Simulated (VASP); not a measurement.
# TlCr2 (Fd-3m) in VASP: notebook

The runs below take TlCr2 through relaxation of cell and atoms, single point, with PBE.

Everything below comes from runs of VASP 6.6.1. Logs are shortened: lines on timing, memory, paths and dates and some standing lists are left out, and cuts for length are marked.

## (1) The cell of the first run

The structure is cubic, space group Fd-3m (No. 227). Conventional cell: a = 7.512 Å, b = 7.512 Å, c = 7.512 Å, α = 90.00°, β = 90.00°, γ = 90.00°. Within 3.5 Å of Cr (site symmetry -3m) lie 6 Cr at 2.66 Å and 6 Tl at 3.11 Å. Tl (site symmetry -43m) has 12 Cr at 3.11 Å and 4 Tl at 3.25 Å within 4.1 Å.

## (2) Relaxation of cell and atoms, PBE, collinear spin, ferromagnetic start

The input, INCAR:

```
ALGO     = Normal         # electronic algorithm
EDIFF    = 1E-6           # SCF threshold, eV
EDIFFG   = -0.04          # ionic threshold
ENCUT    = 600            # plane-wave cutoff, eV
GGA      = PE             # functional
IBRION   = 2              # ionic algorithm
ISIF     = 3              # what is computed and relaxed
ISMEAR   = 0              # smearing method
ISPIN    = 2              # spin polarisation
LASPH    = T              # aspherical terms in the spheres
LCHARG   = F              # write CHGCAR
LMAXMIX  = 4              # l up to which the mixer works
LORBIT   = 11             # projections on sites
LREAL    = F              # projectors in reciprocal space
LWAVE    = F              # write WAVECAR
MAGMOM   = 0.25 0.25 0.25 0.25 0 0 # initial moments
NELM     = 150            # most SCF steps
NSW      = 90             # ionic steps
PREC     = Accurate       # precision mode
SIGMA    = 0.1            # smearing width, eV
```

The input, KPOINTS:

```
k-points
0
Gamma
  4 4 4
```

The input, POSCAR:

```
TlCr2
1.0
    0.0000000000      3.7561505886      3.7561505886
    3.7561505886      0.0000000000      3.7561505886
    3.7561505886      3.7561505886      0.0000000000
Cr Tl
4 2
Direct
    0.6250000000      0.6250000000      0.6250000000
    0.1250000000      0.6250000000      0.6250000000
    0.6250000000      0.6250000000      0.1250000000
    0.6250000000      0.1250000000      0.6250000000
    0.0000000000      0.0000000000      0.0000000000
    0.2500000000      0.2500000000      0.2500000000
```

Potentials or basis: VASP PAW PBE potentials, release 64 (Cr_pv, Tl_d).

Run with:

```console
$ cat potpaw_PBE.64/Cr_pv/POTCAR potpaw_PBE.64/Tl_d/POTCAR > POTCAR
$ mpirun -np 1 vasp_std > vasp.out
```

OUTCAR:

```text
EDIFF = 1E-6
   EDIFFG = -0.04
   ENCUT = 600
   GGA = PE
   IBRION = 2
   ISIF = 3
   ISMEAR = 0
   ISPIN = 2
   LASPH = T
   LORBIT = 11
   LREAL = F
   NELM = 150
   NSW = 90
   PREC = Accurate

 ion  position               nearest neighbor table
   1  0.625  0.625  0.625-   2 2.66   3 2.66   4 2.66   3 2.66   4 2.66   2 2.66   6 3.11   5 3.11
                             6 3.11   5 3.11   6 3.11   5 3.11
   2  0.125  0.625  0.625-   1 2.66   3 2.66   4 2.66   1 2.66   3 2.66   4 2.66   5 3.11   6 3.11
                             5 3.11   5 3.11   6 3.11   6 3.11
   3  0.625  0.625  0.125-   1 2.66   1 2.66   2 2.66   4 2.66   4 2.66   2 2.66   6 3.11   5 3.11
                             6 3.11   5 3.11   6 3.11   5 3.11
   4  0.625  0.125  0.625-   1 2.66   3 2.66   1 2.66   2 2.66   3 2.66   2 2.66   5 3.11   6 3.11
                             5 3.11   6 3.11   6 3.11   5 3.11
   5  0.000  0.000  0.000-   1 3.11   3 3.11   4 3.11   1 3.11   2 3.11   3 3.11   1 3.11   2 3.11
                             4 3.11   2 3.11   3 3.11   4 3.11   6 3.25   6 3.25   6 3.25   6 3.25
   6  0.250  0.250  0.250-   2 3.11   3 3.11   4 3.11   1 3.11   2 3.11   4 3.11   1 3.11   2 3.11
                             3 3.11   1 3.11   3 3.11   4 3.11   5 3.25   5 3.25   5 3.25   5 3.25

  LATTYP: Found a face centered cubic cell.
 ALAT       =     7.5123011772

  Lattice vectors:

 A1 = (   0.0000000000,   3.7561505886,   3.7561505886)
 A2 = (   3.7561505886,   0.0000000000,   3.7561505886)
 A3 = (   3.7561505886,   3.7561505886,   0.0000000000)

Analysis of symmetry for initial positions (statically):
=====================================================================
 Subroutine PRICEL returns:
 Original cell was already a primitive cell.

 Routine SETGRP: Setting up the symmetry group for a
 face centered cubic supercell.

 Subroutine GETGRP returns: Found 48 space group operations
 (whereof 24 operations were pure point group operations)
 out of a pool of 48 trial point group operations.

The static configuration has the point symmetry T_d .
 The point group associated with its full space group is O_h .

Analysis of symmetry for dynamics (positions and initial velocities):
=====================================================================
 Subroutine PRICEL returns:
 Original cell was already a primitive cell.

 Routine SETGRP: Setting up the symmetry group for a
 face centered cubic supercell.

 Subroutine GETGRP returns: Found 48 space group operations
 (whereof 24 operations were pure point group operations)
 out of a pool of 48 trial point group operations.

The dynamic configuration has the point symmetry T_d .
 The point group associated with its full space group is O_h .

Analysis of structural, dynamic, and magnetic symmetry:
=====================================================================
 Subroutine PRICEL returns:
[... 132 lines left out ...]
 conjugate gradient relaxation of ions
 spin polarized calculation
 Gauss-broadening in eV      SIGMA  =   0.10
  energy-cutoff  :      600.00
  volume of cell :      105.99
 maximum number of plane-waves:      3582
   NGX = 21   NGY = 21   NGZ = 21

--------------------------------------- Ionic step        1  -------------------------------------------

 number of electron      73.9999988 magnetization       0.9282415

 Free energy of the ion-electron system (eV)
  ---------------------------------------------------
  ext. energy  EPLUGINS =         0.00000000
  ---------------------------------------------------
  free energy    TOTEN  =       -37.18629457 eV

  energy without entropy =      -37.15795594  energy(sigma->0) =      -37.17212525

------------------------ aborting loop because EDIFF is reached ----------------------------------------

  FORCE on cell =-STRESS in cart. coord.  units (eV):
  Direction    XX          YY          ZZ          XY          YZ          ZX
  --------------------------------------------------------------------------------------
  -------------------------------------------------------------------------------------
  Total       -9.6305475     -9.6305475     -9.6305475     -0.0000000     -0.0000000      0.0000000
  in kB     -145.5802898   -145.5802898   -145.5802898     -0.0000000     -0.0000000      0.0000000
  external PRESSURE =    -145.5802898 kB  Pullay stress =       0.0000000 kB
[... 29 lines left out ...]
 number of electron      74.0000005 magnetization      -0.0010510

 number of electron      74.0000005 magnetization       0.0017929

 E-fermi :  11.5340     XC(G=0): -13.1793

 val. band max:       11.5216955100   @ k =  -0.2500   0.2500   0.0000
 cond. band min:      11.5382650928   @ k =   0.5000   0.2500   0.0000
 fundamental gap:      0.0165695829
 Fermi energy:        11.5340416637

 spin component 1

 k-point     1 :       0.0000    0.0000    0.0000
  band No.  band energies     occupation
      1     -31.9493      1.00000
      2     -31.5972      1.00000
      3     -31.5972      1.00000
      4     -31.5972      1.00000
      5     -31.4858      1.00000
      6     -31.4858      1.00000
[... 799 lines left out ...]
--------------------------------------- Ionic step        3  -------------------------------------------

 number of electron      73.9999989 magnetization       0.0006999

 Free energy of the ion-electron system (eV)
  ---------------------------------------------------
  ext. energy  EPLUGINS =         0.00000000
  ---------------------------------------------------
  free energy    TOTEN  =       -37.87580473 eV

  energy without entropy =      -37.82807706  energy(sigma->0) =      -37.85194090

 E-fermi :   9.9343     XC(G=0): -12.5600

 val. band max:        9.9152280998   @ k =  -0.2500   0.2500   0.0000
 cond. band min:       9.9399331551   @ k =   0.5000   0.2500   0.0000
 fundamental gap:      0.0247050553
 Fermi energy:         9.9342713036

 spin component 1

 k-point     1 :       0.0000    0.0000    0.0000
  band No.  band energies     occupation
      1     -33.3804      1.00000
      2     -33.1565      1.00000
      3     -33.1565      1.00000
      4     -33.1565      1.00000
      5     -33.0846      1.00000
      6     -33.0846      1.00000
[... 793 lines left out ...]
  FREE ENERGIE OF THE ION-ELECTRON SYSTEM (eV)
  ---------------------------------------------------
  free  energy   TOTEN  =       -37.8758047298 eV

  energy  without entropy=      -37.8280770649  energy(sigma->0) =      -37.85194090

 reached required accuracy - stopping structural energy minimisation

 total charge

# of ion       s       p       d       tot
------------------------------------------
    1        0.374   6.281   4.198  10.853
    2        0.374   6.281   4.198  10.853
    3        0.374   6.281   4.198  10.853
    4        0.374   6.281   4.198  10.853
    5        0.981   0.750   9.672  11.402
    6        0.981   0.750   9.672  11.402
--------------------------------------------------
tot          3.458  26.623  36.137  66.218

 magnetization (x)

# of ion       s       p       d       tot
------------------------------------------
    1        0.000  -0.000   0.000   0.000
    2        0.000  -0.000   0.000   0.000
    3        0.000  -0.000   0.000   0.000
    4        0.000  -0.000   0.000   0.000
    5       -0.000  -0.000   0.000  -0.000
    6       -0.000  -0.000   0.000  -0.000
--------------------------------------------------
tot          0.000  -0.000   0.001   0.001
```

OSZICAR:

```text
N       E                     dE             d eps       ncg     rms          rms(c)
DAV:   1     0.928927916906E+03    0.92893E+03   -0.44006E+04  1440   0.200E+03
DAV:   2     0.172473273330E+02   -0.91168E+03   -0.89298E+03  1445   0.572E+02
DAV:   3    -0.413146974995E+02   -0.58562E+02   -0.56288E+02  1889   0.149E+02
[... 36 lines left out ...]
DAV:   8    -0.378758015081E+02   -0.11697E-04   -0.13489E-04  1958   0.672E-02    0.501E-02
DAV:   9    -0.378758159653E+02   -0.14457E-04   -0.41010E-05  1783   0.362E-02    0.229E-02
DAV:  10    -0.378758214532E+02   -0.54880E-05   -0.59338E-06  1483   0.128E-02    0.245E-02
DAV:  11    -0.378758082220E+02    0.13231E-04   -0.32178E-05  1612   0.286E-02    0.174E-02
DAV:  12    -0.378758049140E+02    0.33080E-05   -0.15851E-05  1557   0.181E-02    0.748E-03
DAV:  13    -0.378758047298E+02    0.18429E-06   -0.83832E-07   848   0.617E-03
   3 F= -.37875805E+02 E0= -.37851941E+02  d E =-.689510E+00  mag=    -0.0003
```

CONTCAR:

```text
TlCr2
   1.00000000000000
    -0.0000000000000000    3.5934803242445721    3.5934803242445721
     3.5934803242445721   -0.0000000000000000    3.5934803242445721
     3.5934803242445721    3.5934803242445721    0.0000000000000000
  Cr              Tl
     4     2
Direct
     0.6250000000000000    0.6250000000000000    0.6250000000000000
     0.1250000000000000    0.6250000000000000    0.6250000000000000
     0.6250000000000000    0.6250000000000000    0.1250000000000000
     0.6250000000000000    0.1250000000000000    0.6250000000000000
     0.0000000000000000    0.0000000000000000    0.0000000000000000
     0.2500000000000000    0.2500000000000000    0.2500000000000000

  0.00000000E+00  0.00000000E+00  0.00000000E+00
  0.00000000E+00  0.00000000E+00  0.00000000E+00
  0.00000000E+00  0.00000000E+00  0.00000000E+00
  0.00000000E+00  0.00000000E+00  0.00000000E+00
  0.00000000E+00  0.00000000E+00  0.00000000E+00
  0.00000000E+00  0.00000000E+00  0.00000000E+00
```

Wall time 11 min (1 thread of AMD EPYC 7R13, shared host); peak memory 0.36 GiB.

What came out:

```
Free energy                                           : -37.8758 eV
Relaxed volume                                        : 15.47 Å³/atom
Relaxed cell                                          : a = 5.082 Å, b = 5.082 Å, c = 5.082 Å, α = 60.00°, β = 60.00°, γ = 60.00°
Space group after relaxing (to 0.1 Å)                 : Fd-3m (No. 227)
Energy gained by relaxing                             : 114.9 meV/atom
Ionic steps                                           : 3
Pressure after relaxing                               : -0.4 GPa
Band gap on the k mesh                                : zero (filled and empty bands overlap)
Net moment                                            : 0.00 μB per cell
Valence electrons inside the program's atomic spheres : Cr 10.85; Tl 11.40
```

Step by step:
```tsv
step	energy change (eV)	largest force (eV/Å)	pressure (GPa)	volume (Å³)
1	0.0000	0.0000	-14.56	105.99
2	-0.1515	0.0000	20.44	83.22
3	-0.6895	0.0000	-0.37	92.81
```

Final structure:
```
CELL_PARAMETERS angstrom
0.00000 3.59348 3.59348
3.59348 0.00000 3.59348
3.59348 3.59348 0.00000
ATOMIC_POSITIONS crystal
Cr 0.62500 0.62500 0.62500
Cr 0.12500 0.62500 0.62500
Cr 0.62500 0.62500 0.12500
Cr 0.62500 0.12500 0.62500
Tl 0.00000 0.00000 0.00000
Tl 0.25000 0.25000 0.25000
```

Levels at points of the mesh, in eV from the Fermi level:
Spin up:
```
           k point  band 33  band 34  band 35  band 36  band 37  band 38  band 39  band 40  band 41  band 42
(0.00, 0.00, 0.00)    -1.57     0.55     0.55     0.55     0.81     0.81     0.81     1.08     1.08     1.08
(0.50, 0.00, 0.00)    -1.03    -1.02    -0.49    -0.49    -0.11    -0.11     0.71     1.02     1.02     1.10
(0.50, 0.50, 0.00)    -1.05    -1.05    -0.64    -0.64    -0.26    -0.26     0.04     0.04     1.03     1.03
```
Spin down:
```tsv
k point	band 35	band 36	band 37	band 38	band 39	band 40
(0.00, 0.00, 0.00)	0.55	0.55	0.81	0.81	0.81	1.08
(0.50, 0.00, 0.00)	-0.49	-0.49	-0.11	-0.11	0.71	1.02
(0.50, 0.50, 0.00)	-0.64	-0.64	-0.26	-0.26	0.04	0.04
```

Caveat: the k points lie up to 0.38 Å⁻¹ apart in the final cell, too coarse for converged energies and pressures of a metal; spin-orbit coupling is left out, which moves the levels of the heavy elements.

## (3) Single point, PBE, collinear spin, ferromagnetic start

The input, INCAR:

```
PREC = Accurate
ENCUT = 530
EDIFF = 1E-6
ISMEAR = 0
SIGMA = 0.1
LREAL = F
LASPH = T
NELM = 300
ALGO = All
ISIF = 2
LWAVE = F
LCHARG = F
ISPIN = 2
MAGMOM = 3 3 3 3 0 0
LORBIT = 11
LMAXMIX = 4
GGA = PE
NBANDS = 50
GGA_COMPAT = F
ISEARCH = 1
KPAR = 4
```

The input, KPOINTS:

```
regular mesh
0
Gamma
  4 4 4
```

POSCAR is that of step 2.

Potentials or basis: VASP PAW PBE potentials, release 64 (Cr_pv, Tl_d).

Run with:

```console
$ cat potpaw_PBE.64/Cr_pv/POTCAR potpaw_PBE.64/Tl_d/POTCAR > POTCAR
$ mpirun -np 4 vasp_std > vasp.out
```

Wall time 2.7 min (4 MPI ranks of Intel Xeon Platinum 8375C at 2.90GHz (Ice Lake), shared host); peak memory 0.37 GiB.

It converged, with:

```yaml
Free_energy: -37.1869 eV
Pressure: -14.5 GPa
Net_moment: -0.93 μB per cell
Site_moments: Cr -0.23; Tl +0.01 μB
Valence_electrons_inside_the_program's_atomic_spheres: Cr 10.66; Tl 11.27
```

Levels at points of the mesh, in eV from the Fermi level:
Spin up:
```
           k point  band 34  band 35  band 36  band 37  band 38  band 39
(0.00, 0.00, 0.00)     0.49     0.49     0.49     0.82     0.82     0.82
(0.50, 0.00, 0.00)    -0.84    -0.38    -0.38    -0.02    -0.02     0.75
(0.50, 0.50, 0.00)    -0.84    -0.43    -0.43    -0.15    -0.15     0.15
```
Spin down:
```
           k point  band 34  band 35  band 36  band 37  band 38  band 39  band 40  band 41
(0.00, 0.00, 0.00)     0.46     0.46     0.46     0.50     0.50     0.50     0.75     0.75
(0.50, 0.00, 0.00)    -0.98    -0.50    -0.50    -0.27    -0.27     0.44     0.62     0.71
(0.50, 0.50, 0.00)    -0.96    -0.64    -0.64    -0.36    -0.36    -0.11    -0.11     0.70
```

Caveat: the k points lie up to 0.36 Å⁻¹ apart; spin-orbit coupling is left out, which moves the levels of the heavy elements.

The gap in the log of VASP goes by the Fermi energy; the results here count the filled bands.